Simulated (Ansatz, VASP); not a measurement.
# Ru: VASP beside Ansatz

The input INCAR:

```
PREC     = Accurate       # precision mode
ENCUT    = 520            # plane-wave cutoff, eV
EDIFF    = 1E-6           # SCF threshold, eV
ISMEAR   = 0              # smearing method
SIGMA    = 0.15           # smearing width, eV
LREAL    = False          # projectors in reciprocal space
LASPH    = True           # aspherical terms in the spheres
NELM     = 60             # most SCF steps
ALGO     = Fast           # electronic algorithm
ISIF     = 2              # what is computed and relaxed
LWAVE    = False          # write WAVECAR
LCHARG   = False          # write CHGCAR
GGA      = PS             # functional
NBANDS   = 21             # bands
```

The input KPOINTS:

```
Automatic mesh
0
Gamma
  18 18 10
```

File POSCAR:

```
Ru
1.0
    2.6896847532      0.0000000000      0.0000000000
   -1.3448423766      2.3293353245      0.0000000000
    0.0000000000      0.0000000000      4.2523798378
Ru
2
Direct
    0.3032818421      0.6065636843      0.2500000000
    0.6967181579      0.3934363157      0.7500000000
```

Input for Ansatz:

```yaml
crystal:
  lattice:
    - [2.6896847532, 0.0, 0.0]
    - [-1.3448423766, 2.3293353245, 0.0]
    - [0.0, 0.0, 4.2523798378]
  atoms:
    - { symbol: Ru, position: [0.3032818421, 0.6065636843, 0.25] }
    - { symbol: Ru, position: [0.6967181579, 0.3934363157, 0.75] }
basis:
  ecutwfc: 420
kpoints:
  mp_grid: { grid: [18, 18, 10] }
hamiltonian:
  xc: pbesol
  pseudopotentials: { kind: paw, azcp: { folder: soft_1 } }
scf:
  occupations: { method: gaussian, width: 0.15 }
output:
  forces: true
  stress: true
  eigenvalues: true
```

Change from the starting cell: mode 4 frozen in at +0.000 Å and mode 5 at -0.140 Å (largest displacements).

Alike in both runs: task single point; functional PBEsol; k mesh 18 × 18 × 10; occupations gaussian, width 0.15 eV; no spin polarisation.

|  | VASP | Ansatz |
| --- | --- | --- |
| version | VASP 6.6.1 | Ansatz 0.2.0 |
| potentials or method | VASP PAW PBE potentials, release 64 (Ru_pv), cutoff 520 eV | scalar-relativistic, plane waves, PAW |
| valence electrons in the cell | 28 | 32 |

VASP gave:

| Item | Value |
| --- | --- |
| gap on the k mesh at the Fermi level (eV) | none |
| pressure (GPa) | 3.6 |
| traceless stress, the component that is largest in VASP (GPa) | -8.41 |
| rms of the force components (eV/Å) | 1.246 |

Which values does Ansatz return?

gap on the k mesh at the Fermi level (eV): none; pressure (GPa): 3.7; traceless stress, the component that is largest in VASP (GPa): -8.39; rms of the force components (eV/Å): 1.249.

VASP's potentials were made for PBE, not for PBEsol, and Ansatz warns of the same on its side. Atom by atom the forces differ by 0.003 eV/Å (rms over components). A gap of «none» marks a metal or a gap that the smearing closes. VASP's potentials hold 28 valence electrons a cell and Ansatz's 32, so a difference there can come from the potentials and not from the codes.
